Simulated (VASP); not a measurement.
Write the native input for VASP 6.6.1 that does the following.

```yaml
Task: single point
Functional: PBEsol
Potentials_or_basis: VASP PAW PBE potentials, release 64 (Be, Te)
Cutoff: 600 eV
k_mesh: 8 × 8 × 8
Occupations: gaussian, width 0.02 eV
Spin: no spin polarisation
Dipole_correction: no
Further_INCAR_settings: ALGO = Normal; EDIFF = 1e-06; NBANDS = 11
```

The structure of BeTe lies in POSCAR:

```
BeTe
1.0
    0.0000000000      2.7788086000      2.7788086000
    2.7788086000      0.0000000000      2.7788086000
    2.7788086000      2.7788086000      0.0000000000
Be Te
1 1
Direct
    0.0000000000      0.0000000000      0.0000000000
    0.7500000000      0.7500000000      0.7500000000
```

This cell differs from its parent crystal: strained.

One way to write it, as run:

INCAR

```
SYSTEM = BeTe
  ALGO = Normal
  EDIFF = 1E-6
  ENCUT = 600
  GGA = PS
  GGA_COMPAT = .False.
  ISIF = 2
  ISMEAR = 0
  LASPH = .True.
  LCHARG = .False.
  LREAL = .False.
  LWAVE = .False.
  NBANDS = 11
  NELM = 120
  PREC = Accurate
  SIGMA = 0.02
```

KPOINTS

```
k-points
0
Gamma
  8 8 8
  0 0 0
```

Potentials or basis: VASP PAW PBE potentials, release 64 (Be, Te).

Command:

```bash
$ cat potpaw_PBE.64/Be/POTCAR potpaw_PBE.64/Te/POTCAR > POTCAR
$ mpirun -np 1 vasp_std > vasp.out
```

It gave:

```
Pressure               : 1.9 GPa
Band gap on the k mesh : 1.75 eV, indirect (least direct gap 3.56 eV)
```

Caveat: the cell differs from its parent crystal (strained); the PAW data sets were made with another functional, which shifts forces and pressure a little; spin-orbit coupling is left out, which moves the levels of the heavy elements.

Run time: 22 s on 1 thread of Intel Xeon 8259CL, with other jobs on the host, peak memory 0.18 GiB.
